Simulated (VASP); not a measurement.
Crystal: KCl.

```
CELL_PARAMETERS angstrom
0.00000 3.53372 3.53372
3.53372 0.00000 3.53372
3.53372 3.53372 0.00000
ATOMIC_POSITIONS crystal
K 0.00000 0.00000 0.00000
Cl 0.25000 0.25000 0.25000
```

```yaml
Program: VASP 6.6.1
Task: relaxation of cell and atoms
Functional: LDA
Potentials_or_basis: VASP PAW LDA potentials, release 64 (K_sv, Cl)
Cutoff: 600 eV
k_mesh: 6 × 6 × 6
Occupations: fermi-dirac, width 0.02 eV
Spin: no spin polarisation
```

At the start: pressure -1.4 GPa; volume 44.13 Å³/atom.

**Question.** How do energy, volume and symmetry change on relaxing?

**Answer.** Over 4 steps the energy falls by 23.4 meV/atom and the volume is 39.14 Å³/atom (-11.3 %); space group F-43m (No. 216, to 0.1 Å) before and after.

The path:
| step | energy change (eV) | largest force (eV/Å) | pressure (GPa) | volume (Å³) |
| --- | --- | --- | --- | --- |
| 1 | 0.0000 | 0.0000 | -1.35 | 88.25 |
| 2 | -0.0323 | 0.0000 | -0.84 | 83.58 |
| 3 | -0.0466 | 0.0000 | -0.12 | 78.99 |
| 4 | -0.0468 | 0.0000 | 0.00 | 78.29 |

Final structure:
```
CELL_PARAMETERS angstrom
0.00000 3.39539 3.39539
3.39539 0.00000 3.39539
3.39539 3.39539 0.00000
ATOMIC_POSITIONS crystal
K 0.00000 0.00000 0.00000
Cl 0.25000 0.25000 0.25000
```

Caveat: the structure was generated, so it needn't be the stable form of KCl.
